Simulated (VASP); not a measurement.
Crystal: BN.

```xyz
2
Lattice="0.0000 1.8048 1.8048 1.8048 0.0000 1.8048 1.8048 1.8048 0.0000" Properties=species:S:1:pos:R:3 pbc="T T T"
B     0.0000    0.0000    0.0000
N     2.7072    2.7072    2.7072
```

Base run:

| Property | Result |
| --- | --- |
| Program | VASP 6.6.1 |
| Functional | r2SCAN |
| Potentials or basis | VASP PAW PBE potentials, release 64 (B, N) |
| Cutoff | 520 eV |
| k mesh | 12 × 12 × 12, shifted |
| Occupations | gaussian, width 0.05 eV |
| Spin | no spin polarisation |

Its results: band gap on the k mesh 5.19 eV, indirect (least direct gap 9.61 eV); pressure 1.1 GPa.

Q: The run is repeated on the same cell with these changes: k mesh from 12 × 12 × 12, shifted to 12 × 12 × 12; further incar settings from ALGO = Normal; EDIFF = 1e-06; NBANDS = 11; ISYM = 0 to ALGO = Normal; EDIFF = 1e-07; NBANDS = 11. What comes out?

A: Band gap on the k mesh 4.98 eV, indirect (least direct gap 9.55 eV); pressure 1.2 GPa.

Caveats: the PAW data sets were made with another functional, which shifts forces and pressure a little.

A k mesh can miss the band edges.
